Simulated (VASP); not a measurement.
Zr: single point with HF

The system is Zr.

```
Zr
1.0
     3.23200    0.00000    0.00000
    -1.61600    2.79899    0.00000
     0.00000    0.00000    5.14700
Zr
2
Direct
  0.66667 0.33333 0.75000
  0.33333 0.66667 0.25000
```

* Program: VASP 6.6.1
* Task: single point
* Functional: HF
* Potentials or basis: VASP PAW PBE potentials, release 64 (Zr_sv)
* Cutoff: 520 eV
* k mesh: 5 × 5 × 3
* Occupations: fermi-dirac, width 0.05 eV
* Spin: no spin polarisation
* Dipole correction: no
* Grid for exact exchange (PRECFOCK): Normal
* Further INCAR settings: ALGO = Normal; EDIFF = 1e-06; NBANDS = 19

| Property | Result |
| --- | --- |
| Pressure | 14.4 GPa |
| Band gap on the k mesh | zero (band 12 reaches 14.35 eV, above the bottom of band 13 at 12.28 eV) |

Stress tensor (GPa, compression positive):
```
16.55  0.00  0.00
 0.00 16.55  0.00
 0.00  0.00 10.17
```

Levels at points of the mesh, in eV from the Fermi level:
```tsv
k point	band 10	band 11	band 12	band 13	band 14	band 15
(0.00, 0.00, 0.00)	-8.29	-3.83	2.13	2.13	3.52	3.79
```

It took 35 min on 1 thread of AMD EPYC 7R43 64-Core Processor (Zen 3) (shared host), peak memory 0.13 GiB.

Caveat: the k points lie up to 0.45 Å⁻¹ apart; the PAW data sets were made with another functional, which shifts forces and pressure a little.
